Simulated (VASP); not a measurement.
# Ti (Fm-3m) in VASP: a series of runs

The runs below take Ti through electric field gradients, with PBE.

All numbers are computed with VASP 6.6.1; they aren't measurements. Logs are shortened: lines on timing, memory, paths and dates and some standing lists are left out, and cuts for length are marked.

**1. The cell of the first run**

Symmetry: Fm-3m, No. 225, cubic system. Conventional cell: a = 4.087 Å, b = 4.087 Å, c = 4.087 Å, α = 90.00°, β = 90.00°, γ = 90.00°. Ti (site symmetry m-3m) has 12 Ti at 2.89 Å within 3.8 Å.

**2. Electric field gradients, PBE (volume scaled by 1.02)**

Contents of INCAR:

```
PREC     = Accurate       # precision mode
ENCUT    = 520            # plane-wave cutoff, eV
EDIFF    = 1E-8           # SCF threshold, eV
ISMEAR   = -1             # smearing method
SIGMA    = 0.05           # smearing width, eV
LREAL    = False          # projectors in reciprocal space
LASPH    = True           # aspherical terms in the spheres
NELM     = 100            # most SCF steps
ALGO     = Normal         # electronic algorithm
ISIF     = 2              # what is computed and relaxed
LWAVE    = False          # write WAVECAR
LCHARG   = False          # write CHGCAR
GGA      = PE             # functional
LEFG     = True         
NBANDS   = 12             # bands
```

Contents of KPOINTS:

```
regular mesh
0
Gamma
  15 15 15
```

Contents of POSCAR:

```
Ti
1.0
    0.0000000000      2.0434441004      2.0434441004
    2.0434441004      0.0000000000      2.0434441004
    2.0434441004      2.0434441004      0.0000000000
Ti
1
Direct
    0.0000000000      0.0000000000      0.0000000000
```

Potentials or basis: VASP PAW PBE potentials, release 64 (Ti_sv).

Started as:

```sh
$ cat potpaw_PBE.64/Ti_sv/POTCAR > POTCAR
$ mpirun -np 1 vasp_std > vasp.out
```

OUTCAR:

```text
PREC = Accurate
   ENCUT = 520
   EDIFF = 1E-8
   ISMEAR = -1
   LREAL = False
   LASPH = True
   NELM = 100
   ISIF = 2
   GGA = PE

 ion  position               nearest neighbor table
   1  0.000  0.000  0.000-

  LATTYP: Found a face centered cubic cell.
 ALAT       =     4.0868882008

  Lattice vectors:

 A1 = (   0.0000000000,   2.0434441004,   2.0434441004)
 A2 = (   2.0434441004,   0.0000000000,   2.0434441004)
 A3 = (   2.0434441004,   2.0434441004,   0.0000000000)

Analysis of symmetry for initial positions (statically):
=====================================================================
 Subroutine PRICEL returns:
 Original cell was already a primitive cell.

 Routine SETGRP: Setting up the symmetry group for a
 face centered cubic supercell.

 Subroutine GETGRP returns: Found 48 space group operations
 (whereof 48 operations were pure point group operations)
 out of a pool of 48 trial point group operations.

The static configuration has the point symmetry O_h .

Analysis of symmetry for dynamics (positions and initial velocities):
=====================================================================
 Subroutine PRICEL returns:
 Original cell was already a primitive cell.

 Routine SETGRP: Setting up the symmetry group for a
 face centered cubic supercell.

 Subroutine GETGRP returns: Found 48 space group operations
 (whereof 48 operations were pure point group operations)
 out of a pool of 48 trial point group operations.

The dynamic configuration has the point symmetry O_h .

 Subroutine INISYM returns: Found 48 space group operations
 (whereof 48 operations are pure point group operations),
 and found     1 'primitive' translations

----------------------------------------------------------------------------------------

                                     Primitive cell

  volume of cell :      17.0655

  direct lattice vectors                    reciprocal lattice vectors
     0.000000000  2.043444100  2.043444100    -0.244684941  0.244684941  0.244684941
     2.043444100  0.000000000  2.043444100     0.244684941 -0.244684941  0.244684941
     2.043444100  2.043444100  0.000000000     0.244684941  0.244684941 -0.244684941

  length of vectors
     2.889866361  2.889866361  2.889866361     0.423806750  0.423806750  0.423806750

  position of ions in fractional coordinates (direct lattice)
     0.000000000  0.000000000  0.000000000

  ion indices of the primitive-cell ions
   primitive index   ion index
                 1           1

----------------------------------------------------------------------------------------

 KPOINTS: regular mesh

Automatic generation of k-mesh.
 Grid dimensions read from file:
 generate k-points for:   15   15   15

 Generating k-lattice:

  Cartesian coordinates                     Fractional coordinates (reciprocal lattice)
    -0.016312329  0.016312329  0.016312329     0.066666667  0.000000000  0.000000000
     0.016312329 -0.016312329  0.016312329     0.000000000  0.066666667  0.000000000
     0.016312329  0.016312329 -0.016312329     0.000000000  0.000000000  0.066666667

  Length of vectors
     0.028253783  0.028253783  0.028253783

  Shift w.r.t. Gamma in fractional coordinates (k-lattice)
     0.000000000  0.000000000  0.000000000

 Subroutine IBZKPT returns following result:
 ===========================================

 Found    120 irreducible k-points:

 Following reciprocal coordinates:
            Coordinates               Weight
  0.000000  0.000000  0.000000      1.000000
  0.066667  0.000000  0.000000      8.000000
  0.133333  0.000000  0.000000      8.000000
  0.200000  0.000000  0.000000      8.000000
  0.266667  0.000000  0.000000      8.000000
  0.333333  0.000000  0.000000      8.000000
[... 16 lines left out ...]
  0.133333  0.133333  0.000000      6.000000
  0.200000  0.133333  0.000000     24.000000
 [... further k-points ...]
   k-points           NKPTS =    120   k-points in BZ     NKDIM =    120   number of bands    NBANDS=     12
   number of dos      NEDOS =    301   number of ions     NIONS =      1
   total plane-waves  NPLWV =  13824
   dimension x,y,z NGX =    24 NGY =   24 NGZ =   24
   dimension x,y,z NGXF=    48 NGYF=   48 NGZF=   48
   ions per type =               1
   NGX,Y,Z   is equivalent  to a cutoff of  13.81, 13.81, 13.81 a.u.
   NGXF,Y,Z  is equivalent  to a cutoff of  27.61, 27.61, 27.61 a.u.
 SYSTEM =  unknown system
   PREC   = accura    normal or accurate (medium, high low for compatibility)
   ISTART =      0    job   : 0-new  1-cont  2-samecut
   ICHARG =      2    charge: 1-file 2-atom 10-const
   ISPIN  =      1    spin polarized calculation?
   LNONCOLLINEAR =      F non collinear calculations
   LSORBIT =      F    spin-orbit coupling
   LASPH  =      T    aspherical Exc in radial PAW
   ENCUT  =  520.0 eV  38.22 Ry    6.18 a.u.   5.37  5.37  5.37*2*pi/ulx,y,z
   NELM   =    100;   NELMIN=  2; NELMDL= -5     # of ELM steps
   EDIFF  = 0.1E-07   stopping-criterion for ELM
   LREAL  =      F    real-space projection
   EDIFFG = 0.1E-06   stopping-criterion for IOM
   NSW    =      0    number of steps for IOM
   IBRION =     -1    ionic relax: 0-MD 1-quasi-New 2-CG
   NFREE  =      0    steps in history (QN), initial steepest desc. (CG)
   ISIF   =      2    stress and relaxation
   ISYM   =      2    0-nonsym 1-usesym 2-fastsym
   POTIM  = 0.5000    time-step for ionic-motion
   TEBEG  =    0.0;   TEEND  =   0.0 temperature during run
   PSTRESS=    0.0 pullay stress
   NELECT =      12.0000    total number of electrons
   NUPDOWN=      -1.0000    fix difference up-down
   EMIN   =  10.00;   EMAX   =-10.00  energy-range for DOS
   EFERMI =   0.00;   METHOD = LEGACY
   ISMEAR =    -1;   SIGMA  =   0.05  broadening in eV -4-tet -1-fermi 0-gaus
   EFERMI_NEDOS =   21; number of points for ismear=-14 and -15
   IALGO  =     38    algorithm
   IMIX   =      4    mixing-type and parameters
     AMIX     =   0.40;   BMIX     =  1.00
     AMIX_MAG =   1.60;   BMIX_MAG =  1.00
  volume/ion in A,a.u.               =      17.07       115.16
  Fermi-wavevector in a.u.,A,eV,Ry     =   1.455780  2.751026 28.834774  2.119296
  Thomas-Fermi vector in A             =   2.572775
   LORBIT       =      0    0 simple, 1 ext, 2 COOP (PROOUT), +10 PAW based schemes
   GGA     = PE    functional components
   LHFCALC =     F    Hartree Fock is set to
   AEXX    =    0.0000 exact exchange contribution
   IVDW    =     0    specifies the selected vdW correction
   LEPSILON=     F    determine dielectric tensor
   LRPA    =     F    only Hartree local field effects (RPA)
 non-spin polarized calculation
  energy-cutoff  :      520.00
  volume of cell :       17.07
 maximum number of plane-waves:       477
 NGX is ok and might be reduce to    24
   NGX = 11   NGY = 11   NGZ = 11

 number of electron      12.0000003 magnetization

 Free energy of the ion-electron system (eV)
  ---------------------------------------------------
  ext. energy  EPLUGINS =         0.00000000
  ---------------------------------------------------
  free energy    TOTEN  =        -7.78360855 eV

  energy without entropy =       -7.76983009  energy(sigma->0) =       -7.77671932

 E-fermi :   8.4090     XC(G=0): -11.5823

 val. band max:        8.3769310126   @ k =  -0.3333   0.0667   0.0000
 cond. band min:       8.4100582442   @ k =   0.3333   0.0000   0.0000
 fundamental gap:      0.0331272316
 Fermi energy:         8.4090472492

 k-point     1 :       0.0000    0.0000    0.0000
  band No.  band energies     occupation
      1     -48.2766      2.00000
      2     -24.1150      2.00000
      3     -24.1150      2.00000
      4     -24.1150      2.00000
      5       2.2701      2.00000
      6       9.2912      0.00000
      7       9.2912      0.00000
      8       9.2912      0.00000
      9      10.9612      0.00000
     10      10.9612      0.00000
     11      23.7517      0.00000
     12      28.3155      0.00000

 k-point     2 :       0.0667    0.0000    0.0000
  band No.  band energies     occupation
      1     -48.2710      2.00000
      2     -24.1468      2.00000
      3     -24.1190      2.00000
      4     -24.1190      2.00000
      5       2.4164      2.00000
      6       9.2004      0.00000
      7       9.3441      0.00000
      8       9.3441      0.00000
      9      10.9268      0.00000
     10      10.9268      0.00000
     11      23.8734      0.00000
     12      27.1943      0.00000

 k-point     3 :       0.1333    0.0000    0.0000
  band No.  band energies     occupation
      1     -48.2552      2.00000
      2     -24.2358      2.00000
      3     -24.1302      2.00000
      4     -24.1302      2.00000
      5       2.8405      2.00000
      6       8.9631      0.00003
      7       9.4712      0.00000
      8       9.4712      0.00000
      9      10.8625      0.00000
     10      10.8625      0.00000
     11      23.9873      0.00000
     12      25.4500      0.00000
[... 286 lines left out ...]
 k-point    23 :       0.1333    0.1333    0.0000
  band No.  band energies     occupation
      1     -48.2481      2.00000
      2     -24.2326      2.00000
      3     -24.1565      2.00000
      4     -24.1565      2.00000
      5       3.0255      2.00000
      6       8.7508      0.00215
      7       9.6358      0.00000
      8       9.6358      0.00000
      9      10.4340      0.00000
     10      11.1289      0.00000
     11      24.3747      0.00000
     12      26.0652      0.00000

 k-point    24 :       0.2000    0.1333    0.0000
  band No.  band energies     occupation
      1     -48.2306      2.00000
      2     -24.3168      2.00000
      3     -24.1774      2.00000
      4     -24.1718      2.00000
      5       3.5062      2.00000
      6       8.4885      0.33879
      7       9.7386      0.00000
      8       9.8060      0.00000
      9      10.3006      0.00000
     10      11.2156      0.00000
     11      24.2448      0.00000
     12      24.9831      0.00000

 [... further k-points ...]
[... 5 lines left out ...]
  --------------------------------------------------------------------------------------
  -------------------------------------------------------------------------------------
  Total        0.1942989      0.1942989      0.1942989      0.0000000     -0.0000000     -0.0000000
  in kB       18.2415871     18.2415871     18.2415871      0.0000000     -0.0000000     -0.0000000
  external PRESSURE =      18.2415871 kB  Pullay stress =       0.0000000 kB

 VOLUME and BASIS-vectors are now :
 -----------------------------------------------------------------------------
  energy-cutoff  :      520.00
  volume of cell :       17.07
      direct lattice vectors                 reciprocal lattice vectors
     0.000000000  2.043444100  2.043444100    -0.244684941  0.244684941  0.244684941
     2.043444100  0.000000000  2.043444100     0.244684941 -0.244684941  0.244684941
     2.043444100  2.043444100  0.000000000     0.244684941  0.244684941 -0.244684941

 POSITION                                       TOTAL-FORCE (eV/Angst)
 -----------------------------------------------------------------------------------
      0.00000      0.00000      0.00000        -0.000000      0.000000     -0.000000
 -----------------------------------------------------------------------------------
    total drift:                               -0.000000      0.000000      0.000000

  FREE ENERGIE OF THE ION-ELECTRON SYSTEM (eV)
  ---------------------------------------------------
  free  energy   TOTEN  =        -7.7836085534 eV

  energy  without entropy=       -7.7698300878  energy(sigma->0) =       -7.77671932

 Electric field gradients (V/A^2)
---------------------------------------------------------------------
 ion       V_xx      V_yy      V_zz      V_xy      V_xz      V_yz
---------------------------------------------------------------------
   1       0.000    -0.000     0.000    -0.000    -0.000    -0.000
---------------------------------------------------------------------

 Electric field gradients after diagonalization (V/A^2)
 (convention: |V_zz| > |V_xx| > |V_yy|)
----------------------------------------------------------------------
 ion       V_xx      V_yy      V_zz     asymmetry (V_yy - V_xx)/ V_zz
----------------------------------------------------------------------
   1       0.000     0.000    -0.000       0.000
----------------------------------------------------------------------

           NMR quadrupolar parameters

 Cq : quadrupolar parameter    Cq=e*Q*V_zz/h
 eta: asymmetry parameters     (V_yy - V_xx)/ V_zz
 Q  : nuclear electric quadrupole moment in mb (millibarn)
----------------------------------------------------------------------
 ion       Cq(MHz)       eta       Q (mb)
----------------------------------------------------------------------
   1      -0.000       0.000       1.000
----------------------------------------------------------------------
```

It took 16 s on 1 thread of AMD EPYC 9R45 (Zen 5), shared host; peak memory 0.12 GiB.

Results:

```
Free energy            : -7.7836 eV
Pressure               : 1.8 GPa
Band gap on the k mesh : zero (band 6 reaches 9.29 eV, above the bottom of band 7 at 8.13 eV)
```

Levels at points of the mesh, in eV from the Fermi level:
| k point | band 3 | band 4 | band 5 | band 6 | band 7 | band 8 | band 9 | band 10 |
| --- | --- | --- | --- | --- | --- | --- | --- | --- |
| (0.00, 0.00, 0.00) | -32.52 | -32.52 | -6.14 | 0.88 | 0.88 | 0.88 | 2.55 | 2.55 |

Caveat: without QUAD_EFG the Cq values of the log hold for a quadrupole moment of 1 mb, not for the nuclei.

[end of part 1 of 2]
